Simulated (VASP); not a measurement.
# Ag (P-1) in VASP: further runs

Runs on Ag. Level: PBEsol. Tasks: single point, relaxation of cell and atoms.

Program: VASP 6.6.1. These are calculated values, not measurements. Logs are shortened: lines on timing, memory, paths and dates and some standing lists are left out, and cuts for length are marked.

### 1 The cell of the first run

The typed cell holds 1 atom: a = 2.849 Å, b = 2.845 Å, c = 2.911 Å, α = 64.45°, β = 54.34°, γ = 61.92°.

### 2 Single point, PBEsol

Contents of INCAR:

```
PREC = Accurate ; ENCUT = 520
EDIFF = 1E-6 ; ISMEAR = 0
SIGMA = 0.15 ; LREAL = F
LASPH = T ; NELM = 100
ALGO = Fast ; ISIF = 2
LWAVE = F ; LCHARG = F
GGA = PS ; NBANDS = 12
```

Contents of KPOINTS:

```
regular mesh
0
Gamma
  14 14 14
```

Contents of POSCAR:

```
Ag
1.0
    0.0705869867      2.1331595309      1.8878906005
    1.9800112052     -0.0832275544      2.0417051416
    1.8992186485      2.2061815153     -0.0024349978
Ag
1
Direct
    0.0000000000      0.0000000000      0.0000000000
```

Potentials or basis: VASP PAW PBE potentials, release 64 (Ag).

Command:

```
$ cat potpaw_PBE.64/Ag/POTCAR > POTCAR
$ mpirun -np 1 vasp_std > vasp.out
```

OUTCAR:

```text
PREC = Accurate
   ENCUT = 520
   EDIFF = 1E-6
   ISMEAR = 0
   LREAL = F
   LASPH = T
   NELM = 100
   ISIF = 2
   GGA = PS

 ion  position               nearest neighbor table
   1  0.000  0.000  0.000-

  LATTYP: Found a triclinic cell.
 ALAT       =     2.6310752236
 B/A-ratio  =     1.4967434545
 C/A-ratio  =     1.1064148428
 COS(alpha) =     0.0058258145
 COS(beta)  =     0.4750711195
 COS(gamma) =     0.6917487553

  Lattice vectors:

 A1 = (   1.8286316618,   0.0730219844,  -1.8903255983)
 A2 = (  -0.1513795434,   0.1562495388,  -3.9320307399)
 A3 = (   1.8992186485,   2.2061815153,  -0.0024349978)

Analysis of symmetry for initial positions (statically):
=====================================================================
 Subroutine PRICEL returns:
 Original cell was already a primitive cell.

 Routine SETGRP: Setting up the symmetry group for a
 triclinic supercell.

 Subroutine GETGRP returns: Found  2 space group operations
 (whereof  2 operations were pure point group operations)
 out of a pool of  2 trial point group operations.

The static configuration has the point symmetry S_2 .

Analysis of symmetry for dynamics (positions and initial velocities):
=====================================================================
 Subroutine PRICEL returns:
 Original cell was already a primitive cell.

 Routine SETGRP: Setting up the symmetry group for a
 triclinic supercell.

 Subroutine GETGRP returns: Found  2 space group operations
 (whereof  2 operations were pure point group operations)
 out of a pool of  2 trial point group operations.

The dynamic configuration has the point symmetry S_2 .

 Subroutine INISYM returns: Found  2 space group operations
 (whereof  2 operations are pure point group operations),
 and found     1 'primitive' translations

----------------------------------------------------------------------------------------

                                     Primitive cell

  volume of cell :      16.5092

  direct lattice vectors                    reciprocal lattice vectors
     0.070586987  2.133159531  1.887890601    -0.272827817  0.235169808  0.274170218
     1.980011205 -0.083227554  2.041705142     0.252599953 -0.217193355  0.235965900
     1.899218648  2.206181515 -0.002434998     0.273326801  0.217692338 -0.256193765

  length of vectors
     2.849470657  2.845334969  2.911060680     0.452668935  0.408239630  0.433281362
[... 80 lines left out ...]
   LREAL  =      F    real-space projection
   EDIFFG = 0.1E-04   stopping-criterion for IOM
   NSW    =      0    number of steps for IOM
   IBRION =     -1    ionic relax: 0-MD 1-quasi-New 2-CG
   NFREE  =      0    steps in history (QN), initial steepest desc. (CG)
   ISIF   =      2    stress and relaxation
   ISYM   =      2    0-nonsym 1-usesym 2-fastsym
   POTIM  = 0.5000    time-step for ionic-motion
   TEBEG  =    0.0;   TEEND  =   0.0 temperature during run
   PSTRESS=    0.0 pullay stress
   NELECT =      11.0000    total number of electrons
   NUPDOWN=      -1.0000    fix difference up-down
   EMIN   =  10.00;   EMAX   =-10.00  energy-range for DOS
   EFERMI =   0.00;   METHOD = LEGACY
   ISMEAR =     0;   SIGMA  =   0.15  broadening in eV -4-tet -1-fermi 0-gaus
   EFERMI_NEDOS =   21; number of points for ismear=-14 and -15
   IALGO  =     68    algorithm
   IMIX   =      4    mixing-type and parameters
     AMIX     =   0.40;   BMIX     =  1.00
     AMIX_MAG =   1.60;   BMIX_MAG =  1.00
  volume/ion in A,a.u.               =      16.51       111.41
  Fermi-wavevector in a.u.,A,eV,Ry     =   1.429872  2.702065 27.817557  2.044533
  Thomas-Fermi vector in A             =   2.549778
   LORBIT       =      0    0 simple, 1 ext, 2 COOP (PROOUT), +10 PAW based schemes
   GGA     = PS    functional components
   LHFCALC =     F    Hartree Fock is set to
   AEXX    =    0.0000 exact exchange contribution
   IVDW    =     0    specifies the selected vdW correction
   LEPSILON=     F    determine dielectric tensor
   LRPA    =     F    only Hartree local field effects (RPA)
 non-spin polarized calculation
 RMM-DIIS sequential band-by-band and
 Gauss-broadening in eV      SIGMA  =   0.15
  energy-cutoff  :      520.00
  volume of cell :       16.51
 maximum number of plane-waves:       458
 NGX is ok and might be reduce to    24
   NGX = 11   NGY = 11   NGZ = 11

 number of electron      11.0000002 magnetization

 Free energy of the ion-electron system (eV)
  ---------------------------------------------------
  ext. energy  EPLUGINS =         0.00000000
  ---------------------------------------------------
  free energy    TOTEN  =        -3.23784773 eV

  energy without entropy =       -3.23498493  energy(sigma->0) =       -3.23641633

 E-fermi :   8.6701     XC(G=0): -12.5957

 val. band max:        8.6697738666   @ k =   0.5000   0.0714   0.0714
 cond. band min:       8.6715410699   @ k =   0.5000   0.0714   0.3571
 fundamental gap:      0.0017672033
 Fermi energy:         8.6700969174

 k-point     1 :       0.0000    0.0000    0.0000
  band No.  band energies     occupation
      1       0.6179      2.00000
      2       3.0268      2.00000
      3       3.8337      2.00000
      4       4.3722      2.00000
      5       4.5397      2.00000
      6       5.4004      2.00000
      7      24.4757      0.00000
      8      26.9481      0.00000
      9      28.2782      0.00000
     10      30.9388      0.00000
     11      32.2758      0.00000
     12      33.7039      0.00000
[... 331 lines left out ...]
 k-point    24 :       0.0714    0.1429   -0.0000
  band No.  band energies     occupation
      1       1.1647      2.00000
      2       3.1954      2.00000
      3       3.7347      2.00000
      4       4.4325      2.00000
      5       4.6256      2.00000
      6       5.2822      2.00000
      7      23.1256      0.00000
      8      25.9853      0.00000
      9      27.5874      0.00000
     10      30.5975      0.00000
     11      31.1440      0.00000
     12      35.0084      0.00000

 [... further k-points ...]
[... 5 lines left out ...]
  --------------------------------------------------------------------------------------
  -------------------------------------------------------------------------------------
  Total        0.6310656     -0.2643803      0.7083166      0.1010055      0.2794847     -0.7960234
  in kB       61.2433643    -25.6574561     68.7403784      9.8023316     27.1233025    -77.2521080
  external PRESSURE =      34.7754289 kB  Pullay stress =       0.0000000 kB

 VOLUME and BASIS-vectors are now :
 -----------------------------------------------------------------------------
  energy-cutoff  :      520.00
  volume of cell :       16.51
      direct lattice vectors                 reciprocal lattice vectors
     0.070586987  2.133159531  1.887890601    -0.272827817  0.235169808  0.274170218
     1.980011205 -0.083227554  2.041705142     0.252599953 -0.217193355  0.235965900
     1.899218648  2.206181515 -0.002434998     0.273326801  0.217692338 -0.256193765

 POSITION                                       TOTAL-FORCE (eV/Angst)
 -----------------------------------------------------------------------------------
      0.00000      0.00000      0.00000        -0.000000      0.000000      0.000000
 -----------------------------------------------------------------------------------
    total drift:                               -0.000000     -0.000000     -0.000000

  FREE ENERGIE OF THE ION-ELECTRON SYSTEM (eV)
  ---------------------------------------------------
  free  energy   TOTEN  =        -3.2378477258 eV

  energy  without entropy=       -3.2349849317  energy(sigma->0) =       -3.23641633
```

Wall time 8.7 min (1 thread of AMD EPYC 7R13, shared host); peak memory 0.33 GiB.

What came out:

* Free energy: -3.2378 eV
* Pressure: 3.5 GPa

Caveat: the PAW data sets were made with another functional, which shifts forces and pressure a little.

### 3 Relaxation of cell and atoms, PBEsol (cell sheared at random, sigma 0.06, atoms nudged by 0.01 Å)

Contents of INCAR:

```
ALGO = Fast
EDIFF = 1E-6
EDIFFG = -0.01
ENCUT = 600
GGA = PS
IBRION = 2
ISIF = 3
ISMEAR = 0
LASPH = T
LCHARG = F
LREAL = F
LWAVE = F
NELM = 60
NSW = 100
PREC = Accurate
SIGMA = 0.15
```

Contents of KPOINTS:

```
k-points
0
Gamma
  14 14 14
```

POSCAR is that of step 2.

Potentials or basis: VASP PAW PBE potentials, release 64 (Ag).

Command:

```
$ cat potpaw_PBE.64/Ag/POTCAR > POTCAR
$ mpirun -np 1 vasp_std > vasp.out
```

OUTCAR:

```text
EDIFF = 1E-6
   EDIFFG = -0.01
   ENCUT = 600
   GGA = PS
   IBRION = 2
   ISIF = 3
   ISMEAR = 0
   LASPH = T
   LREAL = F
   NELM = 60
   NSW = 100
   PREC = Accurate

 ion  position               nearest neighbor table
   1  0.000  0.000  0.000-

  LATTYP: Found a triclinic cell.
 ALAT       =     2.6310752236
 B/A-ratio  =     1.4967434545
 C/A-ratio  =     1.1064148428
 COS(alpha) =     0.0058258145
 COS(beta)  =     0.4750711195
 COS(gamma) =     0.6917487553

  Lattice vectors:

 A1 = (   1.8286316618,   0.0730219844,  -1.8903255983)
 A2 = (  -0.1513795434,   0.1562495388,  -3.9320307399)
 A3 = (   1.8992186485,   2.2061815153,  -0.0024349978)

Analysis of symmetry for initial positions (statically):
=====================================================================
 Subroutine PRICEL returns:
 Original cell was already a primitive cell.

 Routine SETGRP: Setting up the symmetry group for a
 triclinic supercell.

 Subroutine GETGRP returns: Found  2 space group operations
 (whereof  2 operations were pure point group operations)
 out of a pool of  2 trial point group operations.

The static configuration has the point symmetry S_2 .

Analysis of symmetry for dynamics (positions and initial velocities):
=====================================================================
[... 264 lines left out ...]

 number of electron      11.0000001 magnetization

------------------------ aborting loop because EDIFF is reached ----------------------------------------
[... 65 lines left out ...]
--------------------------------------- Ionic step       15  -------------------------------------------

 number of electron      11.0000001 magnetization

 Free energy of the ion-electron system (eV)
  ---------------------------------------------------
  ext. energy  EPLUGINS =         0.00000000
  ---------------------------------------------------
  free energy    TOTEN  =        -3.30969033 eV

  energy without entropy =       -3.30695174  energy(sigma->0) =       -3.30832104

 E-fermi :   8.4928     XC(G=0): -12.5658

 val. band max:        8.4077995583   @ k =   0.5000   0.0000   0.0714
 cond. band min:       8.5590250576   @ k =  -0.1429  -0.4286   0.0714
 fundamental gap:      0.1512254993
 Fermi energy:         8.4928044263

 k-point     1 :       0.0000    0.0000    0.0000
  band No.  band energies     occupation
      1       0.5699      2.00000
      2       3.7162      2.00000
      3       3.7252      2.00000
      4       3.7327      2.00000
      5       4.8163      2.00000
      6       4.8239      2.00000
      7      24.6298      0.00000
      8      28.3178      0.00000
      9      28.3565      0.00000
[... 265 lines left out ...]
 k-point    24 :       0.0714    0.1429   -0.0000
  band No.  band energies     occupation
      1       1.1459      2.00000
      2       3.5329      2.00000
      3       3.9107      2.00000
      4       3.9183      2.00000
      5       4.6518      2.00000
      6       4.8946      2.00000
      7      24.4871      0.00000
      8      25.8124      0.00000
      9      27.4170      0.00000

 [... further k-points ...]
[... 5 lines left out ...]
  --------------------------------------------------------------------------------------
  -------------------------------------------------------------------------------------
  Total        0.0004167      0.0097838     -0.0026713     -0.0005907      0.0098369     -0.0011980
  in kB        0.0401695      0.9431802     -0.2575168     -0.0569437      0.9483044     -0.1154912
  external PRESSURE =       0.2419443 kB  Pullay stress =       0.0000000 kB
[... 16 lines left out ...]
  FREE ENERGIE OF THE ION-ELECTRON SYSTEM (eV)
  ---------------------------------------------------
  free  energy   TOTEN  =        -3.3096903309 eV

  energy  without entropy=       -3.3069517419  energy(sigma->0) =       -3.30832104

 reached required accuracy - stopping structural energy minimisation
```

CONTCAR:

```text
Ag
   1.00000000000000
     0.0005399430664693    2.0219857151939733    2.0251160152794458
     2.0239486323400051   -0.0041167031007988    2.0288776555262640
     2.0271891574210987    2.0224578202531980    0.0001860816333619
  Ag
     1
Direct
     0.0000000000000000    0.0000000000000000    0.0000000000000000

  0.00000000E+00  0.00000000E+00  0.00000000E+00
```

Wall time 49 min (1 thread of AMD EPYC 7R13, shared host); peak memory 0.4 GiB.

Results:

| Property | Result |
| --- | --- |
| Free energy | -3.3097 eV |
| Relaxed volume | 16.62 Å³/atom |
| Relaxed cell | a = 2.862 Å, b = 2.866 Å, c = 2.864 Å, α = 60.07°, β = 60.05°, γ = 59.99° |
| Space group after relaxing (to 0.05 Å) | Fm-3m (No. 225) |
| Energy gained by relaxing | 71.7 meV/atom |
| Ionic steps | 15 |
| Pressure after relaxing | 0.0 GPa |

Step by step:
| step | energy change (eV) | largest force (eV/Å) | pressure (GPa) | volume (Å³) |
| --- | --- | --- | --- | --- |
| 1 | 0.0000 | 0.0000 | 3.50 | 16.51 |
| 2 | -0.0451 | 0.0000 | -3.93 | 17.35 |
| 3 | -0.0452 | 0.0000 | -3.61 | 17.28 |
| 4 | -0.0627 | 0.0000 | 0.84 | 16.55 |
| 5 | -0.0628 | 0.0000 | 1.24 | 16.50 |
| 6 | -0.0682 | 0.0000 | 0.39 | 16.58 |
| 7 | -0.0697 | 0.0000 | -0.13 | 16.65 |
| 8 | -0.0708 | 0.0000 | 0.03 | 16.63 |
| 9 | -0.0713 | 0.0000 | 0.20 | 16.60 |
| 10 | -0.0713 | 0.0000 | 0.20 | 16.59 |
| 11 | -0.0716 | 0.0000 | -0.19 | 16.66 |
| 12 | -0.0716 | 0.0000 | -0.42 | 16.68 |
| 13 | -0.0717 | 0.0000 | -0.14 | 16.64 |
| 14 | -0.0717 | 0.0000 | -0.10 | 16.63 |
| 15 | -0.0717 | 0.0000 | 0.02 | 16.62 |

Final structure:
```yaml
crystal:
  lattice:
    - [0.00054, 2.02199, 2.02512]
    - [2.02395, -0.00412, 2.02888]
    - [2.02719, 2.02246, 0.00019]
  atoms:
    - { symbol: Ag, position: [0.00000, 0.00000, 0.00000] }
```

Levels at points of the mesh, in eV from the Fermi level:
```tsv
k point	band 2	band 3	band 4	band 5	band 6	band 7	band 8	band 9
(0.00, 0.00, 0.00)	-4.78	-4.77	-4.76	-3.68	-3.67	16.14	19.82	19.86
(0.50, 0.00, 0.00)	-4.80	-4.78	-2.84	-2.83	-0.42	3.84	15.36	18.14
(0.00, 0.50, 0.00)	-4.80	-4.78	-2.84	-2.83	-0.44	3.81	15.39	18.18
(0.50, 0.50, 0.00)	-6.35	-2.87	-2.62	-2.62	1.60	7.00	10.84	10.84
(0.00, 0.00, 0.50)	-4.80	-4.78	-2.84	-2.83	-0.44	3.81	15.38	18.17
(0.50, 0.00, 0.50)	-6.35	-2.87	-2.62	-2.62	1.63	7.03	10.81	10.82
(0.00, 0.50, 0.50)	-6.35	-2.87	-2.62	-2.62	1.62	7.02	10.79	10.87
(0.50, 0.50, 0.50)	-4.80	-4.78	-2.84	-2.83	-0.43	3.84	15.37	18.14
```

Caveat: the cell differs from its parent crystal (cell sheared at random, sigma 0.06, atoms nudged by 0.01 Å); the PAW data sets were made with another functional, which shifts forces and pressure a little.
